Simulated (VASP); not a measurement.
A run of VASP 6.6.1 is set up as follows.

Contents of INCAR:

```
SYSTEM = ZnRe
  ALGO = Normal
  EDIFF = 1E-6
  ENCUT = 500
  GGA = PS
  GGA_COMPAT = .FALSE.
  ISIF = 2
  ISMEAR = 0
  LASPH = .TRUE.
  LCHARG = .TRUE.
  LELF = .TRUE.
  LREAL = .FALSE.
  LVHAR = .TRUE.
  LWAVE = .FALSE.
  NBANDS = 20
  NELM = 120
  PREC = Accurate
  SIGMA = 0.15
```

Contents of KPOINTS:

```
k-points
0
G
  21 21 10
  0 0 0
```

Contents of POSCAR:

```
ZnRe
1.0
    2.7482183437      0.0000000000      0.0000000000
   -1.3741091718      2.3800269008      0.0000000000
    0.0000000000      0.0000000000      4.4940660000
Zn Re
1 1
Direct
    0.0000000000      0.0000000000      0.0000000000
    0.2787525172      0.6120858506      0.5000000000
```

Potentials or basis: VASP PAW PBE potentials, release 64 (Zn, Re_sv_GW).

Run with:

```bash
$ cat potpaw_PBE.64/Zn/POTCAR potpaw_PBE.64/Re_sv_GW/POTCAR > POTCAR
$ mpirun -np 1 vasp_std > vasp.out
```

Task: What does it give for the band gap on the k mesh?

Result: Zero (an odd number of electrons rules out a gap without spin polarisation).

Task: Predict the pressure.

Result: -9.8 GPa.

Task: Estimate the largest force.

Result: 0.258 eV/Å.

Forces in eV/Å, atoms in the order of the input:
```
Zn  -0.095 -0.240  0.000
Re   0.095  0.240  0.000
```

Caveat: the cell differs from its parent crystal (all Re atoms moved +0.150 Å, as atom 2 towards its neighbour atom 2 (Re) at 2.748 Å); the cell stands under tension; the PAW data sets were made with another functional, which shifts forces and pressure a little; spin-orbit coupling is left out, which moves the levels of the heavy elements.
